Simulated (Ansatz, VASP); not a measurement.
## One calculation of SiNi3, two programs

```
CELL_PARAMETERS angstrom
3.51823 0.00000 0.00000
0.00000 3.51823 0.00000
0.00000 0.00000 3.51823
ATOMIC_POSITIONS crystal
Ni 0.50000 0.50000 0.00000
Ni 0.50000 0.00000 0.50000
Ni 0.00000 0.50000 0.50000
Si 0.00000 0.00000 0.00000
```

Change from the starting cell: volume scaled by 0.98.

Alike in both runs: task single point; functional LDA; k mesh 8 × 8 × 8; occupations fermi-dirac, width 0.05 eV; collinear spin.

```csv
,VASP,Ansatz
version,VASP 6.6.1,Ansatz 0.2.0
potentials or method,"VASP PAW LDA potentials, release 64 (Ni, Si), cutoff 520 eV","all-electron LAPW, scalar-relativistic"
```

Ansatz gave:

| Quantity | Value |
| --- | --- |
| gap on the k mesh at the Fermi level (eV) | none |
| pressure (GPa) | -16.9 |
| net moment per atom (μB) | 0.00 |

Which values does VASP return?

gap on the k mesh at the Fermi level (eV): none; pressure (GPa): -16.5; net moment per atom (μB): 0.00.

LDA's correlation is that of Perdew and Zunger in VASP and of Perdew and Wang (1992) in Ansatz. A gap of «none» marks a metal or a gap that the smearing closes. Ansatz ran all-electron here, and VASP with PAW potentials.
